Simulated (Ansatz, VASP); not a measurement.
One calculation of In, two programs

```
CELL_PARAMETERS angstrom
-1.93956 1.93956 1.93956
1.93956 -1.93956 1.93956
1.93956 1.93956 -1.93956
ATOMIC_POSITIONS crystal
In 0.00000 0.00000 0.00000
```

Alike in both runs: functional RPBE; k mesh 12 × 12 × 12; occupations fermi-dirac, width 0.1 eV; no spin polarisation.

Ansatz relaxed the structure, and its values are those at the end. VASP's run is a single point on that final structure, the one shown.

|  | VASP | Ansatz |
| --- | --- | --- |
| version | VASP 6.6.1 | Ansatz 0.2.0 |
| potentials or method | VASP PAW PBE potentials, release 64 (In_d), cutoff 520 eV | plane waves (420 eV) with PAW, scalar-relativistic |
| valence electrons in the cell | 13 | 13 |

Ansatz gave:

```
pressure (GPa) : 0.0
```

Problem. What did VASP give for the same quantities?

Solution. Pressure (GPa): -0.1.

VASP's potentials were made for PBE, not for RPBE.
